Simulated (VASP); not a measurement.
Wanted: the native input for a VASP 6.6.1 run.

| Property | Result |
| --- | --- |
| Task | electric field gradients |
| Functional | PBEsol |
| Potentials or basis | VASP PAW PBE potentials, release 64 (Na_pv) |
| Cutoff | 520 eV |
| k mesh | 13 × 13 × 7 |
| Occupations | fermi-dirac, width 0.05 eV |
| Spin | no spin polarisation |
| Dipole correction | no |
| Further INCAR settings | ALGO = Normal; EDIFF = 1e-08; NBANDS = 14 |

The structure of Na lies in POSCAR:

```
Na
1.0
    3.7544022380      0.0000000000      0.0000000000
   -1.8772011190      3.2514077141      0.0000000000
    0.0000000000      0.0000000000      6.1334179065
Na
2
Direct
    0.3333333333      0.6666666667      0.2500000000
    0.6666666667      0.3333333333      0.7500000000
```

This isn't the form of Na at room conditions, which is bcc.

The input as run:

INCAR

```
PREC = Accurate
ENCUT = 520
EDIFF = 1E-8
ISMEAR = -1
SIGMA = 0.05
LREAL = False
LASPH = True
NELM = 100
ALGO = Normal
ISIF = 2
LWAVE = False
LCHARG = False
GGA = PS
LEFG = True
NBANDS = 14
```

KPOINTS

```
Automatic mesh
0
Gamma
  13 13 7
```

Potentials or basis: VASP PAW PBE potentials, release 64 (Na_pv).

The run is started by

```sh
$ cat potpaw_PBE.64/Na_pv/POTCAR > POTCAR
$ mpirun -np 1 vasp_std > vasp.out
```

It gave:

The pressure is -0.2 GPa, the band gap on the k mesh is zero (bands 7 and 8 overlap by 3.35 eV) and the largest electric field gradient by atom is Na -0.26 V/Å².

Caveat: without QUAD_EFG the Cq values of the log hold for a quadrupole moment of 1 mb, not for the nuclei; the PAW data sets were made with another functional, which shifts forces and pressure a little.

It took 42 s on 1 thread of Intel(R) Xeon(R) Platinum 8488C (Sapphire Rapids), on a shared host, peak memory 0.21 GiB.
